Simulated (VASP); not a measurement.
Nb, 2 atoms in the cell. The structure is cubic, space group Fd-3m (No. 227). Conventional cell: a = 5.528 Å, b = 5.528 Å, c = 5.528 Å, α = 90.00°, β = 90.00°, γ = 90.00°. Within 3.2 Å of Nb (site symmetry -43m) lie 4 Nb at 2.39 Å. This isn't the form of Nb at room conditions, which is bcc.

| Quantity | Value |
| --- | --- |
| Program | VASP 6.6.1 |
| Task | single point |
| Functional | PBEsol |
| Potentials or basis | VASP PAW PBE potentials, release 64 (Nb_sv) |
| Cutoff | 500 eV |
| k mesh | 7 × 7 × 7 |
| Occupations | gaussian, width 0.1 eV |
| Spin | no spin polarisation |
| Dipole correction | no |
| Further INCAR settings | ALGO = Normal; EDIFF = 1e-06; NBANDS = 20 |

Potentials or basis: VASP PAW PBE potentials, release 64 (Nb_sv).

The run is started by

```sh
$ cat potpaw_PBE.64/Nb_sv/POTCAR > POTCAR
$ mpirun -np 1 vasp_std > vasp.out
```

Hardware: 1 thread of AMD EPYC 7R43 64-Core Processor (Zen 3), on a shared host.

Question: How long does it take, and how much memory?

Answer: Run time: 24 s on 1 thread of AMD EPYC 7R43 64-Core Processor (Zen 3), with other jobs on the host, peak memory 0.13 GiB. Counts: scf iterations 12, k points 20.
